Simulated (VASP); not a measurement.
# KBr: relaxation of volume and atoms at fixed shape with PBE

Crystal: KBr.

```xyz
2
Lattice="0.0000 3.3000 3.3000 3.3000 0.0000 3.3000 3.3000 3.3000 0.0000" Properties=species:S:1:pos:R:3 pbc="T T T"
K     0.0000    0.0000    0.0000
Br    3.3000    3.3000    3.3000
```

```json
{"Program": "VASP 6.6.1", "Task": "relaxation of volume and atoms at fixed shape", "Functional": "PBE", "Potentials or basis": "VASP PAW PBE potentials, release 64 (K_sv, Br)", "Cutoff": "600 eV", "k mesh": "6 × 6 × 6", "Occupations": "gaussian, width 0.01 eV", "Spin": "no spin polarisation", "Dipole correction": "no", "Further INCAR settings": "ALGO = Normal; EDIFF = 1e-06; IBRION = 2; EDIFFG = -0.01; NSW = 60; ISIF = 8"}
```

- Relaxed volume: 37.66 Å³/atom
- Relaxed cell: a = 4.740 Å, b = 4.740 Å, c = 4.740 Å, α = 60.00°, β = 60.00°, γ = 60.00°
- Space group after relaxing (to 0.05 Å): Fm-3m (No. 225)
- Energy gained by relaxing: 4.2 meV/atom
- Ionic steps: 3
- Pressure after relaxing: 0.0 GPa
- Band gap on the k mesh: 4.31 eV, direct

The path:
| step | energy change (eV) | largest force (eV/Å) | pressure (GPa) | volume (Å³) |
| --- | --- | --- | --- | --- |
| 1 | 0.0000 | 0.0000 | 0.77 | 71.87 |
| 2 | -0.0063 | 0.0000 | 0.35 | 73.68 |
| 3 | -0.0084 | 0.0000 | 0.04 | 75.31 |

Final structure:
```
K Br
1.0
     0.00000    3.35179    3.35179
     3.35179    0.00000    3.35179
     3.35179    3.35179    0.00000
K Br
1 1
Direct
  0.00000 0.00000 0.00000
  0.50000 0.50000 0.50000
```

Levels at points of the mesh, in eV from the valence-band top:
| k point | band 6 | band 7 | band 8 | band 9 | band 10 | band 11 |
| --- | --- | --- | --- | --- | --- | --- |
| (0.00, 0.00, 0.00) | 0.00 | 0.00 | 0.00 | 4.31 | 7.59 | 7.59 |
| (0.50, 0.00, 0.00) | -1.09 | -0.30 | -0.30 | 6.49 | 8.06 | 9.63 |
| (0.50, 0.50, 0.00) | -0.76 | -0.27 | -0.27 | 5.91 | 7.03 | 9.25 |

It took 46 s on 1 thread of AMD EPYC 7R13 Processor (Zen 3), with other jobs on the host, peak memory 0.22 GiB.

PBE usually gives volumes a little too large and moduli too small. Zero-point motion and thermal expansion aren't in these numbers.
